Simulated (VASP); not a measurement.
**Rb2GaIrC6N6: single point with PBE**

Crystal: Rb2GaIrC6N6.

```xyz
16
Lattice="0.0000 5.0735 5.0735 5.0735 0.0000 5.0735 5.0735 5.0735 0.0000" Properties=species:S:1:pos:R:3 pbc="T T T"
Rb    2.5368    2.5368    2.5368
Rb    7.6103    7.6103    7.6103
Ga    0.0000    0.0000    0.0000
Ir    5.0735    5.0735    5.0735
C     1.8960    5.0735    5.0735
C     5.0735    1.8960    5.0735
C     5.0735    5.0735    1.8960
C     8.2510    5.0735    5.0735
C     5.0735    8.2510    5.0735
C     5.0735    5.0735    8.2510
N     3.0660    5.0735    5.0735
N     5.0735    3.0660    5.0735
N     5.0735    5.0735    3.0660
N     7.0810    5.0735    5.0735
N     5.0735    7.0810    5.0735
N     5.0735    5.0735    7.0810
```

* Program: VASP 6.6.1
* Task: single point
* Functional: PBE
* Potentials or basis: VASP PAW PBE potentials, release 64 (Rb_sv, Ga_d, Ir_sv_GW, C, N)
* Cutoff: 700 eV
* k mesh: 4 × 4 × 4
* Occupations: gaussian, width 0.1 eV
* Spin: collinear spin
* Starting moments: [0.0, 0.0, 0.0, 1.0, 0.0, 0.0, 0.0, 0.0, 0.0, 0.0, 0.0, 0.0, 0.0, 0.0, 0.0, 0.0] μB

```yaml
Pressure: 11.7 GPa
Largest_force: 3.283 eV/Å
Net_moment: 0.04 μB per cell
Valence_electrons_inside_the_program's_atomic_spheres: Rb 7.30; Ga 12.51; Ir 15.96; C 2.64; N 3.91
```

Forces on the atoms (eV/Å):
```
Rb   0.000  0.000  0.000
Rb   0.000  0.000  0.000
Ga   0.000  0.000  0.000
Ir   0.000  0.000  0.000
C    0.894  0.000  0.000
C    0.000  0.894  0.000
C    0.000  0.000  0.894
C   -0.894  0.000  0.000
C    0.000 -0.894  0.000
C    0.000  0.000 -0.894
N    3.283  0.000  0.000
N    0.000  3.283  0.000
N    0.000  0.000  3.283
N   -3.283  0.000  0.000
N    0.000 -3.283  0.000
N    0.000  0.000 -3.283
```

Levels at points of the mesh, in eV from the Fermi level:
Spin up:
| k point | band 48 | band 49 | band 50 | band 51 | band 52 | band 53 |
| --- | --- | --- | --- | --- | --- | --- |
| (0.00, 0.00, 0.00) | -4.92 | -4.57 | -4.57 | 0.07 | 0.49 | 0.49 |
| (0.50, 0.00, 0.00) | -4.32 | -4.17 | -4.17 | -0.41 | -0.17 | -0.17 |
| (0.50, 0.50, 0.00) | -4.43 | -4.12 | -4.12 | 0.34 | 0.43 | 0.43 |
Spin down:
```
           k point  band 46  band 47  band 48  band 49  band 50  band 51  band 52  band 53  band 54  band 55
(0.00, 0.00, 0.00)    -4.92    -4.92    -4.92    -4.56    -4.56     0.07     0.50     0.50     0.50     0.59
(0.50, 0.00, 0.00)    -4.37    -4.37    -4.31    -4.17    -4.17    -0.40    -0.16    -0.16     0.42     0.42
(0.50, 0.50, 0.00)    -4.97    -4.54    -4.43    -4.12    -4.12     0.35     0.44     0.44     0.58     0.68
```

Wall time 13 min on 1 thread of Intel(R) Xeon(R) 6975P-C (Granite Rapids), on a shared host, peak memory 0.96 GiB.

Caveat: the cell stands under pressure; spin-orbit coupling is left out, which moves the levels of the heavy elements; forces of over 1 eV/Å act on the atoms, so gaps and moduli don't describe the material at rest.
